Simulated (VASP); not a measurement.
Wanted: the native input for a VASP 6.6.1 run.

| Quantity | Value |
| --- | --- |
| Task | single point |
| Functional | PBE |
| Dispersion | D3(BJ) |
| Potentials or basis | VASP PAW PBE potentials, release 64 (Li_sv) |
| Cutoff | 520 eV |
| k mesh | 14 × 14 × 14 |
| Occupations | gaussian, width 0.15 eV |
| Spin | no spin polarisation |
| Dipole correction | no |
| Further INCAR settings | ALGO = Fast; EDIFF = 1e-07; NBANDS = 8 |

The structure of Li lies in POSCAR:

```
Li
1.0
    0.0000000000      2.0884826781      2.0884826781
    2.0884826781      0.0000000000      2.0884826781
    2.0884826781      2.0884826781      0.0000000000
Li
1
Direct
    0.0000000000      0.0000000000      0.0000000000
```

The input as run:

INCAR

```
  PREC = Accurate
  ENCUT = 520
  EDIFF = 1E-7
  ISMEAR = 0
  SIGMA = 0.15
  LREAL = F
  LASPH = T
  NELM = 100
  ALGO = Fast
  ISIF = 2
  LWAVE = F
  LCHARG = F
  GGA = PE
  IVDW = 12
  NBANDS = 8
```

KPOINTS

```
Automatic mesh
0
Gamma
  14 14 14
```

Potentials or basis: VASP PAW PBE potentials, release 64 (Li_sv).

Launch:

```bash
$ cat potpaw_PBE.64/Li_sv/POTCAR > POTCAR
$ mpirun -np 1 vasp_std > vasp.out
```

It gave:

The dispersion energy per atom is -0.188 eV.

Run time: 11 s on 1 thread of Intel(R) Xeon(R) Platinum 8488C (Sapphire Rapids), on a shared host, peak memory 0.14 GiB.
